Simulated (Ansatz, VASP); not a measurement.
One calculation of Ga, two programs

POSCAR

```
Ga
1.0
    2.6982480413      0.0000000000      0.0000000000
    0.0000000000      2.6982480413      0.0000000000
    0.0000000000      0.0000000000      2.6982480413
Ga
1
Direct
    0.0000000000      0.0000000000      0.0000000000
```

The input INCAR.step1:

```
SYSTEM = Ga
ALGO = Normal
EDIFF = 1E-5
ENCUT = 520
GGA = PE
ISIF = 2
ISMEAR = -1
LASPH = .True.
LREAL = .False.
LWAVE = .True.
NBANDS = 12
NELM = 100
PREC = Accurate
SIGMA = 0.05
```

The input INCAR.step2:

```
SYSTEM = Ga
AEXX = 0.25
ALGO = Normal
EDIFF = 1E-6
ENCUT = 520
GGA = PE
ISIF = 2
ISMEAR = -1
ISTART = 1
LASPH = .True.
LCHARG = .True.
LELF = .True.
LHFCALC = .True.
LREAL = .False.
LVHAR = .True.
LWAVE = .False.
NBANDS = 12
NELM = 100
PREC = Accurate
PRECFOCK = Normal
SIGMA = 0.05
```

File KPOINTS:

```
k-points
0
Gamma
  5 5 5
  0 0 0
```

Contents of input.yaml:

```yaml
crystal:
  lattice:
    - [2.6982480413, 0.0, 0.0]
    - [0.0, 2.6982480413, 0.0]
    - [0.0, 0.0, 2.6982480413]
  atoms:
    - { symbol: Ga, position: [0.0, 0.0, 0.0] }
hamiltonian:
  xc: pbe0
  pseudopotentials: { kind: paw }
kpoints:
  mp_grid: { grid: [5, 5, 5] }
scf:
  occupations: { method: fermi_dirac, width: 0.05 }
output:
  forces: true
  stress: true
  eigenvalues: true
```

Alike in both runs: task single point; functional PBE0; k mesh 5 × 5 × 5; occupations fermi-dirac, width 0.05 eV; no spin polarisation.

|  | VASP | Ansatz |
| --- | --- | --- |
| version | VASP 6.6.1 | Ansatz 0.2.0 |
| potentials or method | VASP PAW PBE potentials, release 64 (Ga_d) | Ansatz PAW |
| plane-wave cutoff (eV) | 520 | 420 |
| valence electrons in the cell | 13 | 13 |

Ansatz gave:

```
gap on the k mesh at the Fermi level (eV) : none
pressure (GPa)                            : -0.7
```

What did VASP give for the same quantities?

gap on the k mesh at the Fermi level (eV): none; pressure (GPa): -0.6.

A gap of «none» marks a metal or a gap that the smearing closes.

The k mesh is coarse, so the values compare programs but aren't converged.
